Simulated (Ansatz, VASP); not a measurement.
## One calculation of Cu3O2, two programs

The input INCAR:

```
ALGO = Normal
EDIFF = 1E-6
ENCUT = 520
GGA = PE
ISIF = 2
ISMEAR = 0
LASPH = True
LCHARG = False
LREAL = False
LWAVE = False
NBANDS = 30
NELM = 80
PREC = Accurate
SIGMA = 0.15
```

Contents of KPOINTS:

```
k-points
0
Gamma
  14 14 14
```

Contents of POSCAR:

```
Cu3O2
1.0
   -2.0130000000      2.0130000000      3.5728500000
    2.0130000000     -2.0130000000      3.5728500000
    2.0130000000      2.0130000000     -3.5728500000
Cu O
3 2
Direct
    0.2500000000      0.7500000000      0.5000000000
    0.7500000000      0.2500000000      0.5000000000
    0.0000000000      0.0000000000      0.0000000000
    0.0000000000      0.5000000000      0.5000000000
    0.5000000000      0.0000000000      0.5000000000
```

Input for Ansatz:

```yaml
crystal:
  lattice:
    - [-2.013, 2.013, 3.57285]
    - [2.013, -2.013, 3.57285]
    - [2.013, 2.013, -3.57285]
  atoms:
    - { symbol: Cu, position: [0.25, 0.75, 0.5] }
    - { symbol: Cu, position: [0.75, 0.25, 0.5] }
    - { symbol: Cu, position: [0.0, 0.0, 0.0] }
    - { symbol: O, position: [0.0, 0.5, 0.5] }
    - { symbol: O, position: [0.5, 0.0, 0.5] }
basis:
  ecutwfc: 520.0
kpoints:
  mp_grid: { grid: [14, 14, 14] }
hamiltonian:
  xc: pbe
  pseudopotentials: { kind: paw, azcp: { folder: soft_1 } }
scf:
  occupations: { method: gaussian, width: 0.15 }
output:
  forces: true
  stress: true
  eigenvalues: true
```

Alike in both runs: task single point; functional PBE; k mesh 14 × 14 × 14; occupations gaussian, width 0.15 eV; no spin polarisation.

|  | VASP | Ansatz |
| --- | --- | --- |
| version | VASP 6.6.1 | Ansatz 0.2.0 |
| potentials or method | VASP PAW PBE potentials, release 64 (Cu, O), cutoff 520 eV | scalar-relativistic, plane waves, PAW |
| valence electrons in the cell | 45 | 69 |

VASP gave:

```
gap on the k mesh at the Fermi level (eV)                     : none
pressure (GPa)                                                : 9.5
traceless stress, the component that is largest in VASP (GPa) : 9.56
```

**Question.** Estimate Ansatz's values.

**Answer.** gap on the k mesh at the Fermi level (eV): none; pressure (GPa): 8.7; traceless stress, the component that is largest in VASP (GPa): 8.51.

A gap of «none» marks a metal or a gap that the smearing closes. VASP's potentials hold 45 valence electrons a cell and Ansatz's 69, so a difference there can come from the potentials and not from the codes.
